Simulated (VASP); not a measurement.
Here is a VASP 6.6.1 calculation.

File INCAR:

```
SYSTEM = Ti
ALGO = Fast ; EDIFF = 1E-7
ENCUT = 520 ; GGA = PE
ISIF = 2 ; ISMEAR = 0
LASPH = .TRUE. ; LCHARG = .FALSE.
LREAL = .FALSE. ; LWAVE = .FALSE.
NBANDS = 12 ; NELM = 60
PREC = Accurate ; SIGMA = 0.1
```

KPOINTS

```
k-points
0
G
  18 18 18
  0 0 0
```

The input POSCAR:

```
Ti
1.0
    0.0000000000      2.0963418293      2.0963418293
    2.0963418293      0.0000000000      2.0963418293
    2.0963418293      2.0963418293      0.0000000000
Ti
1
Direct
    0.0000000000      0.0000000000      0.0000000000
```

Potentials or basis: VASP PAW PBE potentials, release 64 (Ti_sv).

Run with:

```bash
$ cat potpaw_PBE.64/Ti_sv/POTCAR > POTCAR
$ mpirun -np 1 vasp_std > vasp.out
```

(1) Predict the pressure.

(2) Predict the band gap on the k mesh.

Results:

(1) -5.9 GPa.

(2) zero (band 6 reaches 8.44 eV, above the bottom of band 7 at 7.20 eV).
